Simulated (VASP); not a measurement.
# Y (P6_3/mmc) in VASP: single point with PBEsol

Aim: the single point of Y with PBEsol.

Everything below comes from runs of VASP 6.6.1. Logs are shortened: lines on timing, memory, paths and dates and some standing lists are left out, and cuts for length are marked.

## 1. The cell of the first run

It takes space group P6_3/mmc (No. 194, hexagonal). The conventional cell has a = 3.599 Å, b = 3.599 Å, c = 5.582 Å, α = 90.00°, β = 90.00°, γ = 120.00°. Y (site symmetry -6m2) has 12 Y at 3.48 to 3.60 Å within 4.6 Å.

## 2. Single point, PBEsol

INCAR reads:

```
PREC = Accurate
ENCUT = 500
EDIFF = 1E-6
ISMEAR = 0
SIGMA = 0.1
LREAL = False
LASPH = True
NELM = 120
ALGO = Normal
ISIF = 2
LWAVE = False
LCHARG = False
GGA = PS
NBANDS = 18
GGA_COMPAT = False
```

KPOINTS reads:

```
regular mesh
0
Gamma
  6 6 4
```

POSCAR reads:

```
Y
1.0
    3.5991554760      0.0000000029      0.0000000000
   -1.7995777405      3.1169600729      0.0000000000
    0.0000000000      0.0000000000      5.5816203083
Y
2
Direct
    0.3333333333      0.6666666667      0.2500000000
    0.6666666667      0.3333333333      0.7500000000
```

Potentials or basis: VASP PAW PBE potentials, release 64 (Y_sv).

On the command line:

```
$ cat potpaw_PBE.64/Y_sv/POTCAR > POTCAR
$ mpirun -np 1 vasp_std > vasp.out
```

OUTCAR:

```text
PREC = Accurate
   ENCUT = 500
   EDIFF = 1E-6
   ISMEAR = 0
   LREAL = False
   LASPH = True
   NELM = 120
   ISIF = 2
   GGA = PS

 ion  position               nearest neighbor table
   1  0.333  0.667  0.250-   2 3.48   2 3.48   2 3.48   2 3.48   2 3.48   2 3.48
   2  0.667  0.333  0.750-   1 3.48   1 3.48   1 3.48   1 3.48   1 3.48   1 3.48

  LATTYP: Found a hexagonal cell.
 ALAT       =     3.5991554760
 C/A-ratio  =     1.5508138911

  Lattice vectors:

 A1 = (   3.5991554760,   0.0000000029,   0.0000000000)
 A2 = (  -1.7995777405,   3.1169600729,   0.0000000000)
 A3 = (   0.0000000000,   0.0000000000,   5.5816203083)

Analysis of symmetry for initial positions (statically):
=====================================================================
 Subroutine PRICEL returns:
 Original cell was already a primitive cell.

 Routine SETGRP: Setting up the symmetry group for a
 hexagonal supercell.

 Subroutine GETGRP returns: Found 24 space group operations
 (whereof 12 operations were pure point group operations)
 out of a pool of 24 trial point group operations.

The static configuration has the point symmetry D_3d.
 The point group associated with its full space group is D_6h.

Analysis of symmetry for dynamics (positions and initial velocities):
=====================================================================
 Subroutine PRICEL returns:
 Original cell was already a primitive cell.

 Routine SETGRP: Setting up the symmetry group for a
 hexagonal supercell.

 Subroutine GETGRP returns: Found 24 space group operations
 (whereof 12 operations were pure point group operations)
 out of a pool of 24 trial point group operations.

The dynamic configuration has the point symmetry D_3d.
 The point group associated with its full space group is D_6h.

 Subroutine INISYM returns: Found 24 space group operations
 (whereof 12 operations are pure point group operations),
 and found     1 'primitive' translations

----------------------------------------------------------------------------------------

                                     Primitive cell

  volume of cell :      62.6170

  direct lattice vectors                    reciprocal lattice vectors
     3.599155476  0.000000003  0.000000000     0.277842957  0.160412706  0.000000000
    -1.799577740  3.116960073  0.000000000    -0.000000000  0.320825412  0.000000000
     0.000000000  0.000000000  5.581620308     0.000000000  0.000000000  0.179159446

  length of vectors
     3.599155476  3.599155476  5.581620308     0.320825412  0.320825412  0.179159446

  position of ions in fractional coordinates (direct lattice)
     0.333333333  0.666666667  0.250000000
     0.666666667  0.333333333  0.750000000

  ion indices of the primitive-cell ions
   primitive index   ion index
                 1           1
                 2           2

----------------------------------------------------------------------------------------

 KPOINTS: regular mesh

Automatic generation of k-mesh.
 Grid dimensions read from file:
 generate k-points for:    6    6    4

 Generating k-lattice:

  Cartesian coordinates                     Fractional coordinates (reciprocal lattice)
     0.046307159  0.026735451  0.000000000     0.166666667  0.000000000  0.000000000
    -0.000000000  0.053470902  0.000000000     0.000000000  0.166666667  0.000000000
     0.000000000  0.000000000  0.044789861     0.000000000  0.000000000  0.250000000

  Length of vectors
     0.053470902  0.053470902  0.044789861

  Shift w.r.t. Gamma in fractional coordinates (k-lattice)
     0.000000000  0.000000000  0.000000000

 Subroutine IBZKPT returns following result:
 ===========================================

 Found     21 irreducible k-points:

 Following reciprocal coordinates:
            Coordinates               Weight
  0.000000  0.000000  0.000000      1.000000
  0.166667  0.000000  0.000000      6.000000
  0.333333  0.000000  0.000000      6.000000
  0.500000  0.000000  0.000000      3.000000
  0.166667  0.166667  0.000000      6.000000
  0.333333  0.166667  0.000000     12.000000
[... 13 lines left out ...]
  0.333333  0.166667  0.500000     12.000000
  0.333333  0.333333  0.500000      2.000000
   k-points           NKPTS =     21   k-points in BZ     NKDIM =     21   number of bands    NBANDS=     18
   number of dos      NEDOS =    301   number of ions     NIONS =      2
   total plane-waves  NPLWV =  32928
   dimension x,y,z NGX =    28 NGY =   28 NGZ =   42
   dimension x,y,z NGXF=    56 NGYF=   56 NGZF=   84
   ions per type =               2
   NGX,Y,Z   is equivalent  to a cutoff of  12.93, 12.93, 12.51 a.u.
   NGXF,Y,Z  is equivalent  to a cutoff of  25.87, 25.87, 25.02 a.u.
 SYSTEM =  unknown system
   PREC   = accura    normal or accurate (medium, high low for compatibility)
   ISTART =      0    job   : 0-new  1-cont  2-samecut
   ICHARG =      2    charge: 1-file 2-atom 10-const
   ISPIN  =      1    spin polarized calculation?
   LNONCOLLINEAR =      F non collinear calculations
   LSORBIT =      F    spin-orbit coupling
   LASPH  =      T    aspherical Exc in radial PAW
   ENCUT  =  500.0 eV  36.75 Ry    6.06 a.u.   6.56  6.56 10.18*2*pi/ulx,y,z
   NELM   =    120;   NELMIN=  2; NELMDL= -5     # of ELM steps
   EDIFF  = 0.1E-05   stopping-criterion for ELM
   LREAL  =      F    real-space projection
   EDIFFG = 0.1E-04   stopping-criterion for IOM
   NSW    =      0    number of steps for IOM
   IBRION =     -1    ionic relax: 0-MD 1-quasi-New 2-CG
   NFREE  =      0    steps in history (QN), initial steepest desc. (CG)
   ISIF   =      2    stress and relaxation
   ISYM   =      2    0-nonsym 1-usesym 2-fastsym
   POTIM  = 0.5000    time-step for ionic-motion
   TEBEG  =    0.0;   TEEND  =   0.0 temperature during run
   PSTRESS=    0.0 pullay stress
   NELECT =      22.0000    total number of electrons
   NUPDOWN=      -1.0000    fix difference up-down
   EMIN   =  10.00;   EMAX   =-10.00  energy-range for DOS
   EFERMI =   0.00;   METHOD = LEGACY
   ISMEAR =     0;   SIGMA  =   0.10  broadening in eV -4-tet -1-fermi 0-gaus
   EFERMI_NEDOS =   21; number of points for ismear=-14 and -15
   IALGO  =     38    algorithm
   IMIX   =      4    mixing-type and parameters
     AMIX     =   0.40;   BMIX     =  1.00
     AMIX_MAG =   1.60;   BMIX_MAG =  1.00
  volume/ion in A,a.u.               =      31.31       211.28
  Fermi-wavevector in a.u.,A,eV,Ry     =   1.155185  2.182984 18.156338  1.334453
  Thomas-Fermi vector in A             =   2.291816
   LORBIT       =      0    0 simple, 1 ext, 2 COOP (PROOUT), +10 PAW based schemes
   GGA     = PS    functional components
   LHFCALC =     F    Hartree Fock is set to
   AEXX    =    0.0000 exact exchange contribution
   IVDW    =     0    specifies the selected vdW correction
   LEPSILON=     F    determine dielectric tensor
   LRPA    =     F    only Hartree local field effects (RPA)
 non-spin polarized calculation
 Gauss-broadening in eV      SIGMA  =   0.10
  energy-cutoff  :      500.00
  volume of cell :       62.62
 maximum number of plane-waves:      1641
 NGX is ok and might be reduce to    28
   NGX = 13   NGY = 13   NGZ = 21

 number of electron      22.0000002 magnetization

 Free energy of the ion-electron system (eV)
  ---------------------------------------------------
  ext. energy  EPLUGINS =         0.00000000
  ---------------------------------------------------
  free energy    TOTEN  =       -13.65987687 eV

  energy without entropy =      -13.63968944  energy(sigma->0) =      -13.64978316

 E-fermi :   3.1651     XC(G=0):  -9.7235

 val. band max:        3.1384690193   @ k =   0.1667   0.1667   0.0000
 cond. band min:       3.1897953379   @ k =   0.5000   0.0000   0.5000
 fundamental gap:      0.0513263186
 Fermi energy:         3.1650700325

 k-point     1 :       0.0000    0.0000    0.0000
  band No.  band energies     occupation
      1     -39.3740      2.00000
      2     -39.2788      2.00000
      3     -19.7401      2.00000
      4     -19.1816      2.00000
      5     -19.1816      2.00000
      6     -19.0707      2.00000
[... 10 lines left out ...]
     17       5.9278      0.00000
     18       5.9278      0.00000

 k-point     2 :       0.1667    0.0000    0.0000
  band No.  band energies     occupation
      1     -39.3580      2.00000
      2     -39.2740      2.00000
      3     -19.6836      2.00000
      4     -19.2890      2.00000
      5     -19.2181      2.00000
      6     -19.1820      2.00000
[... 10 lines left out ...]
     17       5.9856      0.00000
     18       6.0672      0.00000

 k-point     3 :       0.3333    0.0000    0.0000
  band No.  band energies     occupation
      1     -39.3226      2.00000
      2     -39.2678      2.00000
      3     -19.5448      2.00000
      4     -19.5053      2.00000
      5     -19.3887      2.00000
      6     -19.2857      2.00000
[... 10 lines left out ...]
     17       7.2061      0.00000
     18       7.4404      0.00000

 k-point     4 :       0.5000    0.0000    0.0000
  band No.  band energies     occupation
      1     -39.3003      2.00000
      2     -39.2692      2.00000
      3     -19.6132      2.00000
      4     -19.4856      2.00000
      5     -19.4404      2.00000
      6     -19.3177      2.00000
[... 312 lines left out ...]
      4     -19.5272      2.00000
      5     -19.2389      2.00000
      6     -19.2389      2.00000
[... 10 lines left out ...]
     17       7.5665      0.00000
     18       7.5665      0.00000

 k-point    20 :       0.3333    0.1667    0.5000
  band No.  band energies     occupation
      1     -39.2847      2.00000
      2     -39.2847      2.00000
      3     -19.6246      2.00000
      4     -19.6246      2.00000
      5     -19.3171      2.00000
      6     -19.3171      2.00000
[... 10 lines left out ...]
     17       8.1684      0.00000
     18       8.1684      0.00000

 k-point    21 :       0.3333    0.3333    0.5000
  band No.  band energies     occupation
      1     -39.2795      2.00000
      2     -39.2795      2.00000
      3     -19.5951      2.00000
      4     -19.5951      2.00000
      5     -19.4203      2.00000
      6     -19.4203      2.00000
[... 10 lines left out ...]
     17       7.7922      0.00000
     18       7.7922      0.00000

------------------------ aborting loop because EDIFF is reached ----------------------------------------

  FORCE on cell =-STRESS in cart. coord.  units (eV):
  Direction    XX          YY          ZZ          XY          YZ          ZX
  --------------------------------------------------------------------------------------
  -------------------------------------------------------------------------------------
  Total        0.0650906      0.0650906     -0.0407055      0.0000000      0.0000000      0.0000000
  in kB        1.6654694      1.6654694     -1.0415305      0.0000000      0.0000000      0.0000000
  external PRESSURE =       0.7631361 kB  Pullay stress =       0.0000000 kB

 VOLUME and BASIS-vectors are now :
 -----------------------------------------------------------------------------
  energy-cutoff  :      500.00
  volume of cell :       62.62
      direct lattice vectors                 reciprocal lattice vectors
     3.599155476  0.000000003  0.000000000     0.277842957  0.160412706  0.000000000
    -1.799577740  3.116960073  0.000000000    -0.000000000  0.320825412  0.000000000
     0.000000000  0.000000000  5.581620308     0.000000000  0.000000000  0.179159446

 POSITION                                       TOTAL-FORCE (eV/Angst)
 -----------------------------------------------------------------------------------
     -0.00000      2.07797      1.39541        -0.000000      0.000000      0.000000
      1.79958      1.03899      4.18622         0.000000     -0.000000      0.000000
 -----------------------------------------------------------------------------------
    total drift:                               -0.000000      0.000000     -0.000000

  FREE ENERGIE OF THE ION-ELECTRON SYSTEM (eV)
  ---------------------------------------------------
  free  energy   TOTEN  =       -13.6598768685 eV

  energy  without entropy=      -13.6396894446  energy(sigma->0) =      -13.64978316
```

Run time: 14 s. Hardware: 1 thread of Intel Xeon 6975P-C (Granite Rapids), shared host; peak memory 0.19 GiB.

Results:

| Quantity | Value |
| --- | --- |
| Free energy | -13.6599 eV |
| Pressure | 0.1 GPa |
| Band gap on the k mesh | zero (band 11 reaches 4.25 eV, above the bottom of band 12 at 2.66 eV) |

Stress tensor (GPa, compression positive):
```
 0.17  0.00  0.00
 0.00  0.17  0.00
 0.00  0.00 -0.10
```

Levels at points of the mesh, in eV from the Fermi level:
| k point | band 7 | band 8 | band 9 | band 10 | band 11 | band 12 | band 13 | band 14 | band 15 | band 16 |
| --- | --- | --- | --- | --- | --- | --- | --- | --- | --- | --- |
| (0.00, 0.00, 0.00) | -22.24 | -22.18 | -4.82 | -1.98 | 1.09 | 1.71 | 1.71 | 2.13 | 2.37 | 2.37 |
| (0.50, 0.00, 0.00) | -22.37 | -22.30 | -1.76 | -1.33 | -0.92 | -0.10 | 1.38 | 1.47 | 2.15 | 5.16 |
| (0.00, 0.00, 0.50) | -22.29 | -22.29 | -3.30 | -3.30 | 0.96 | 0.96 | 1.61 | 1.61 | 1.61 | 1.61 |
| (0.50, 0.00, 0.50) | -22.36 | -22.36 | -1.78 | -1.78 | 0.02 | 0.02 | 1.46 | 1.46 | 2.78 | 2.78 |

Caveat: the PAW data sets were made with another functional, which shifts forces and pressure a little.
